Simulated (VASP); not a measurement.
## P: single point with revPBE+D3(BJ)

Crystal: P.

```
CELL_PARAMETERS angstrom
1.72573 0.99635 3.12968
-1.72573 0.99635 3.12968
0.00000 -1.99270 3.12968
ATOMIC_POSITIONS crystal
P 0.74784 0.77354 0.74878
P 0.20528 0.23003 0.20607
```

This cell differs from its parent crystal: atoms moved at random.

```yaml
Program: VASP 6.6.1
Task: single point
Functional: revPBE
Dispersion: D3(BJ)
Potentials_or_basis: VASP PAW PBE potentials, release 64 (P)
Cutoff: 520 eV
k_mesh: 9 × 9 × 9
Occupations: fermi-dirac, width 0.025 eV
Spin: no spin polarisation
```

- Pressure: -7.4 GPa
- Largest force: 0.036 eV/Å
- Band gap on the k mesh: zero (bands 5 and 6 overlap by 0.71 eV)
- Dispersion energy per atom: -0.875 eV

Forces in eV/Å, atoms in the order of the input:
```
P    0.008 -0.003  0.035
P   -0.008  0.003 -0.035
```

Stress tensor (GPa, compression positive):
```
-6.76  0.00 -0.03
 0.00 -6.76  0.01
-0.03  0.01 -8.59
```

Levels at points of the mesh, in eV from the Fermi level:
| k point | band 2 | band 3 | band 4 | band 5 | band 6 | band 7 | band 8 | band 9 |
| --- | --- | --- | --- | --- | --- | --- | --- | --- |
| (0.00, 0.00, 0.00) | -3.66 | -3.29 | -2.88 | -2.87 | 1.44 | 2.67 | 2.69 | 5.66 |

Wall time 2.1 min on 1 thread of Intel(R) Xeon(R) Platinum 8375C CPU @ 2.90GHz (Ice Lake), on a shared host, peak memory 0.24 GiB.

Caveat: the cell differs from its parent crystal (atoms moved at random); the cell stands under tension; the PAW data sets were made with another functional, which shifts forces and pressure a little.
